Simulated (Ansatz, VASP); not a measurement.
## Two plane-wave programs on Si

File INCAR:

```
PREC = Accurate ; ENCUT = 500
EDIFF = 1E-6 ; ISMEAR = 0
SIGMA = 0.02 ; LREAL = False
LASPH = True ; NELM = 120
ALGO = Normal ; ISIF = 2
LWAVE = False ; LCHARG = False
GGA = PE ; NBANDS = 11
GGA_COMPAT = False
```

Contents of KPOINTS:

```
regular mesh
0
Gamma
  14 14 14
```

The input POSCAR:

```
Si
1.0
    0.0000000000      2.7154705000      2.7154705000
    2.7154705000      0.0000000000      2.7154705000
    2.7154705000      2.7154705000      0.0000000000
Si
2
Direct
    0.0000000000      0.0000000000      0.0000000000
    0.2500000000      0.2500000000      0.2500000000
```

Input for Ansatz:

```yaml
crystal:
  lattice:
    - [0.0, 2.7154705, 2.7154705]
    - [2.7154705, 0.0, 2.7154705]
    - [2.7154705, 2.7154705, 0.0]
  atoms:
    - { symbol: Si, position: [0.0, 0.0, 0.0] }
    - { symbol: Si, position: [0.25, 0.25, 0.25] }
basis:
  ecutwfc: 420
kpoints:
  mp_grid: { grid: [14, 14, 14] }
hamiltonian:
  xc: pbe
  pseudopotentials: { kind: paw }
scf:
  occupations: { method: gaussian, width: 0.02 }
output:
  forces: true
  stress: true
  eigenvalues: true
```

Alike in both runs: task single point; functional PBE; k mesh 14 × 14 × 14; occupations gaussian, width 0.02 eV; no spin polarisation.

```csv
,VASP,Ansatz
version,VASP 6.6.1,Ansatz 0.2.0
potentials or method,"VASP PAW PBE potentials, release 64 (Si), cutoff 500 eV","scalar-relativistic, plane waves, PAW"
valence electrons in the cell,8,8
```

|  | VASP | Ansatz | Ansatz less VASP |
| --- | --- | --- | --- |
| gap on the k mesh at the Fermi level (eV) | 0.57 | 0.57 | -0.002 |
| least direct gap on the mesh (eV) | 2.57 | 2.56 | -0.005 |
| pressure (GPa) | 1.9 | 2.0 | +0.08 |
